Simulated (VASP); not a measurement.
Set up this calculation in VASP 6.6.1, as the native input.

```yaml
Task: single point
Functional: PBEsol
Potentials_or_basis: VASP PAW PBE potentials, release 64 (Ti_sv, O, H)
Cutoff: 520 eV
k_mesh: 2 × 2 × 1
Occupations: fermi-dirac, width 0.02 eV
Spin: no spin polarisation
Dipole_correction: no
Further_INCAR_settings: LREAL = Auto; ALGO = Normal; EDIFF = 1e-06; NBANDS = 119
```

The structure of Ti8H2O17 lies in POSCAR:

```
Ti8H2O17
1.0
    6.4965150000      0.0000000000      0.0000000000
    0.0000000000      5.9162400000      0.0000000000
    0.0000000000      0.0000000000     16.2316440000
Ti O H
8 17 2
Direct
    0.0000000000      0.0000000000      0.0616081000
    0.5000000000      0.2500000000      0.0616081000
    0.4999895071      0.0005878782      0.2831825030
    0.0000622966      0.2500870040      0.2706124580
    0.0000000000      0.5000000000      0.0616081000
    0.5000000000      0.7500000000      0.0616081000
    0.5000077608      0.4994538350      0.2831768918
   -0.0001355068      0.7500050646      0.2706376081
    0.0000250627     -0.0001680397      0.1669512191
    0.1947000000      0.2500000000      0.0616081000
    0.5000000000      0.0000000000      0.1395343000
    0.8053000000      0.2500000000      0.0616081000
    0.5001285929      0.0033089454      0.3859033747
    0.7005753029      0.2500314471      0.2586934835
   -0.0000157461      0.0000449291      0.3335366788
    0.2994266065      0.2500385367      0.2586902916
    0.0000580526      0.5001575931      0.1669345776
    0.1947000000      0.7500000000      0.0616081000
    0.5000000000      0.5000000000      0.1395343000
    0.8053000000      0.7500000000      0.0616081000
    0.5001246303      0.4967240526      0.3858915564
    0.7002634865      0.7500084101      0.2593074388
    0.0000082893      0.5000240411      0.3335503303
    0.2998764852      0.7500020777      0.2593347367
    0.5005911915      0.7499934730      0.5148750300
    0.5007622575      0.6207069714      0.4743620247
    0.5007442803      0.8793152689      0.4743768449
```

One way to write it, as run:

INCAR

```
SYSTEM = Ti8H2O17
PREC     = Accurate       ! precision mode
ENCUT    = 520            ! plane-wave cutoff, eV
EDIFF    = 1E-6           ! SCF threshold, eV
ISMEAR   = -1             ! smearing method
SIGMA    = 0.02           ! smearing width, eV
LREAL    = Auto         
LASPH    = .True.         ! aspherical terms in the spheres
NELM     = 80             ! most SCF steps
ALGO     = Normal         ! electronic algorithm
ISIF     = 2              ! what is computed and relaxed
LWAVE    = .False.        ! write WAVECAR
LCHARG   = .False.        ! write CHGCAR
GGA      = PS             ! functional
NBANDS   = 119            ! bands
```

KPOINTS

```
regular mesh
0
Gamma
  2 2 1
  0 0 0
```

Potentials or basis: VASP PAW PBE potentials, release 64 (Ti_sv, O, H).

Launch:

```bash
$ cat potpaw_PBE.64/Ti_sv/POTCAR potpaw_PBE.64/O/POTCAR potpaw_PBE.64/H/POTCAR > POTCAR
$ mpirun -np 1 vasp_std > vasp.out
```

Results of the run:

The largest force is 5.472 eV/Å and the band gap on the k mesh is 0.01 eV.

Caveat: the k points lie up to 0.53 Å⁻¹ apart; the smearing spreads over this small gap; there is no dipole correction, which matters where the two faces differ; semilocal functionals underestimate gaps, and a narrow one can read as zero; the PAW data sets were made with another functional, which shifts forces and pressure a little.

It took 14 min on 1 thread of Intel(R) Xeon(R) 6975P-C (Granite Rapids), on a shared host, peak memory 0.71 GiB.
